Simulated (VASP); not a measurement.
Here is a VASP 6.6.1 calculation.

Contents of POSCAR:

```
Pt
1.0
    0.0000000000      1.9623920488      1.9623920488
    1.9623920488      0.0000000000      1.9623920488
    1.9623920488      1.9623920488      0.0000000000
Pt
1
Direct
    0.0000000000      0.0000000000      0.0000000000
```

INCAR.step1

```
ALGO = Normal
EDIFF = 1E-5
ENCUT = 550
GGA = PE
GGA_COMPAT = False
ISMEAR = 0
LASPH = True
LCHARG = False
LREAL = False
LWAVE = True
NBANDS = 11
NELM = 120
PREC = Accurate
SIGMA = 0.1
```

Contents of INCAR.step2:

```
ALGO = Normal
BPARAM = 11.95
CPARAM = 0.0093
EDIFF = 1E-6
ENCUT = 550
GGA_COMPAT = False
ISIF = 2
ISMEAR = 0
ISTART = 1
IVDW_NL = 2
LASPH = True
LCHARG = False
LMIXTAU = True
LREAL = False
LUSE_VDW = True
LWAVE = False
METAGGA = R2SCAN
NBANDS = 11
NELM = 120
PREC = Accurate
SIGMA = 0.1
```

File KPOINTS:

```
k-points
0
Gamma
  18 18 18
```

Potentials or basis: VASP PAW PBE potentials, release 64 (Pt).

Command:

```console
$ cat potpaw_PBE.64/Pt/POTCAR > POTCAR
$ cp INCAR.step1 INCAR
$ mpirun -np 1 vasp_std > vasp.out
$ cp INCAR.step2 INCAR
$ mpirun -np 1 vasp_std > vasp.out
```

(1) What does it give for the band gap on the k mesh?

(2) Estimate the pressure.

Answers

(1) zero (band 5 reaches 11.50 eV, above the bottom of band 6 at 9.13 eV).

(2) 2.1 GPa.

Caveat: the PAW data sets were made with another functional, which shifts forces and pressure a little; spin-orbit coupling is left out, which moves the levels of the heavy elements.
